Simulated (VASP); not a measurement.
# Hf (P6_3/mmc) in VASP: further runs, part 2 of 2

VASP 6.6.1. The steps go on from the part before.

## Step 5: Relaxation of cell and atoms, LDA

This run uses another cell than the first one, of 20.83 Å³/atom.

Contents of INCAR:

```
PREC = Accurate
ENCUT = 600
EDIFF = 1E-6
ISMEAR = -1
SIGMA = 0.15
LREAL = F
LASPH = T
NELM = 100
ALGO = Normal
ISIF = 3
LWAVE = F
LCHARG = F
IBRION = 2
NSW = 80
EDIFFG = -0.001
```

Contents of KPOINTS:

```
Automatic mesh
0
Gamma
  12 12 8
```

Contents of POSCAR:

```
Hf
1.0
    3.1181299137      0.0000000028      0.0000000000
   -1.5590649593      2.7003797161      0.0000000000
    0.0000000000      0.0000000000      4.9468960220
Hf
2
Direct
    0.3333333333      0.6666666667      0.2500000000
    0.6666666667      0.3333333333      0.7500000000
```

On the command line:

```bash
$ cat potpaw_LDA.64/Hf_pv/POTCAR > POTCAR
$ mpirun -np 1 vasp_std > vasp.out
```

Run time: 8.1 min. Hardware: 1 thread of Intel Xeon 8259CL, shared host; peak memory 0.21 GiB.

Results (log left out):

* Free energy: -21.4532 eV
* Relaxed volume: 20.87 Å³/atom
* Relaxed cell: a = 3.117 Å, b = 3.117 Å, c = 4.960 Å, α = 90.00°, β = 90.00°, γ = 120.00°
* Space group after relaxing (to 0.1 Å): P6_3/mmc (No. 194)
* Energy gained by relaxing: 0.1 meV/atom
* Ionic steps: 17
* Pressure after relaxing: 0.0 GPa
* Band gap on the k mesh: zero (bands 10 and 11 overlap by 1.41 eV)

Step by step:
| step | energy change (eV) | largest force (eV/Å) | pressure (GPa) | volume (Å³) |
| --- | --- | --- | --- | --- |
| 1 | 0.0000 | 0.0000 | 0.24 | 41.65 |
| 2 | -0.0001 | 0.0000 | -0.31 | 41.84 |
| 3 | -0.0001 | 0.0000 | -0.08 | 41.76 |
| 4 | -0.0002 | 0.0000 | -0.01 | 41.74 |
| 5 | -0.0002 | 0.0000 | -0.01 | 41.74 |
| 6 | -0.0002 | 0.0000 | -0.01 | 41.73 |
| 7 | -0.0002 | 0.0000 | 0.04 | 41.72 |
| 8 | -0.0002 | 0.0000 | 0.03 | 41.73 |
| 9 | -0.0002 | 0.0000 | 0.03 | 41.73 |
| 10 | -0.0002 | 0.0000 | 0.02 | 41.73 |
| 11 | -0.0002 | 0.0000 | 0.04 | 41.74 |
| 12 | -0.0002 | 0.0000 | -0.02 | 41.75 |
| 13 | -0.0002 | 0.0000 | -0.06 | 41.74 |
| 14 | -0.0002 | 0.0000 | -0.05 | 41.74 |
| 15 | -0.0002 | 0.0000 | -0.02 | 41.74 |
| 16 | -0.0002 | 0.0000 | -0.01 | 41.74 |
| 17 | -0.0002 | 0.0000 | 0.00 | 41.74 |

Final structure:
```
Hf
1.0
     3.11696    0.00000    0.00000
    -1.55848    2.69937    0.00000
     0.00000    0.00000    4.96035
Hf
2
Direct
  0.33333 0.66667 0.25000
  0.66667 0.33333 0.75000
```

Levels at points of the mesh, in eV from the Fermi level:
```tsv
k point	band 8	band 9	band 10	band 11	band 12	band 13
(0.00, 0.00, 0.00)	-3.89	1.07	1.19	1.19	1.42	2.06
(0.50, 0.00, 0.00)	-2.97	-2.41	-0.50	0.79	0.98	1.81
(0.00, 0.00, 0.50)	-5.40	0.14	0.14	1.08	1.08	1.08
(0.50, 0.00, 0.50)	-3.58	-1.11	-1.11	1.60	1.60	2.82
```

Caveat: spin-orbit coupling is left out, which moves the levels of the heavy elements.

## Step 6: Relaxation of cell and atoms, LDA

Contents of INCAR:

```
SYSTEM = Hf
PREC = Accurate
ENCUT = 600
EDIFF = 1E-6
ISMEAR = 0
SIGMA = 0.1
LREAL = .FALSE.
LASPH = .TRUE.
NELM = 100
ALGO = Fast
ISIF = 3
LWAVE = .FALSE.
LCHARG = .FALSE.
GGA = CA
IBRION = 2
NSW = 100
EDIFFG = -0.002
```

Contents of KPOINTS:

```
regular mesh
0
G
  12 12 8
  0 0 0
```

Contents of POSCAR:

```
Hf
1.0
    3.1923846300      0.0000000000      0.0000000000
   -1.5961923200      2.7646861900      0.0000000000
    0.0000000000      0.0000000000      5.0450416400
Hf
2
Direct
    0.3333333300      0.6666666700      0.2500000000
    0.6666666700      0.3333333300      0.7500000000
```

Potentials or basis: VASP PAW LDA potentials, release 64 (Hf_pv).

On the command line:

```bash
$ cat potpaw_LDA.64/Hf_pv/POTCAR > POTCAR
$ mpirun -np 1 vasp_std > vasp.out
```

Wall time 9.4 min (1 thread of Intel Xeon 8259CL, shared host); peak memory 0.22 GiB.

It converged, with:

```
Free energy                           : -21.3932 eV
Relaxed volume                        : 20.84 Å³/atom
Relaxed cell                          : a = 3.119 Å, b = 3.119 Å, c = 4.947 Å, α = 90.00°, β = 90.00°, γ = 120.00°
Space group after relaxing (to 0.1 Å) : P6_3/mmc (No. 194)
Energy gained by relaxing             : 33.2 meV/atom
Ionic steps                           : 8
Pressure after relaxing               : 0.0 GPa
Band gap on the k mesh                : zero (bands 10 and 11 overlap by 1.40 eV)
```

Step by step:
| step | energy change (eV) | largest force (eV/Å) | pressure (GPa) | volume (Å³) |
| --- | --- | --- | --- | --- |
| 1 | 0.0000 | 0.0000 | -7.10 | 44.53 |
| 2 | 0.0396 | 0.0000 | 11.15 | 38.46 |
| 3 | -0.0663 | 0.0000 | -0.17 | 41.74 |
| 4 | -0.0664 | 0.0000 | -0.02 | 41.68 |
| 5 | -0.0663 | 0.0000 | 0.15 | 41.63 |
| 6 | -0.0664 | 0.0000 | -0.14 | 41.73 |
| 7 | -0.0664 | 0.0000 | -0.10 | 41.72 |
| 8 | -0.0665 | 0.0000 | -0.01 | 41.68 |

Final structure:
```
CELL_PARAMETERS angstrom
3.11896 0.00000 0.00000
-1.55948 2.70110 0.00000
0.00000 0.00000 4.94700
ATOMIC_POSITIONS crystal
Hf 0.33333 0.66667 0.25000
Hf 0.66667 0.33333 0.75000
```

Levels at points of the mesh, in eV from the Fermi level:
```
           k point  band 7  band 8  band 9  band 10  band 11  band 12  band 13  band 14
(0.00, 0.00, 0.00)   -7.56   -3.95    1.04     1.11     1.11     1.39     2.00     2.00
(0.50, 0.00, 0.00)   -3.46   -3.04   -2.48    -0.57     0.70     0.93     1.76     6.28
(0.00, 0.00, 0.50)   -5.46   -5.46    0.09     0.09     1.00     1.00     1.00     1.00
(0.50, 0.00, 0.50)   -3.65   -3.65   -1.17    -1.17     1.53     1.53     2.73     2.73
```

Caveat: spin-orbit coupling is left out, which moves the levels of the heavy elements.

## Step 7: Summary

```csv
task,cell,k mesh,cutoff (eV),smearing,gap on the mesh (eV),pressure (GPa),relaxed volume (Å³/atom)
single point,"a = 3.192, b = 3.192, c = 5.045 Å, angles 90.0, 90.0, 120.0°, 2 atoms",6 × 6 × 4,520,gaussian 0.1 eV,none,-7.1,-
single point,"a = 3.118, b = 3.118, c = 4.947 Å, angles 90.0, 90.0, 120.0°, 2 atoms",12 × 12 × 8,520,gaussian 0.1 eV,none,0.1,-
single point,"a = 3.116, b = 3.116, c = 4.960 Å, angles 90.0, 90.0, 120.0°, 2 atoms",12 × 12 × 8,520,fermi-dirac 0.15 eV,none,0.1,-
relaxation of cell and atoms,"relaxed from a = 3.118, b = 3.118, c = 4.947 Å, angles 90.0, 90.0, 120.0°, 2 atoms",12 × 12 × 8,600,fermi-dirac 0.15 eV,none,0.0,20.87
relaxation of cell and atoms,"relaxed from a = 3.192, b = 3.192, c = 5.045 Å, angles 90.0, 90.0, 120.0°, 2 atoms",12 × 12 × 8,600,gaussian 0.1 eV,none,0.0,20.84
```

Alike in all rows: level LDA; potentials or basis VASP PAW LDA potentials, release 64 (Hf_pv); no spin polarisation.

Caveats: some runs use coarse meshes; spin-orbit coupling is left out, which moves the levels of the heavy elements.

Absolute energies hang on the potentials; compare differences alone.
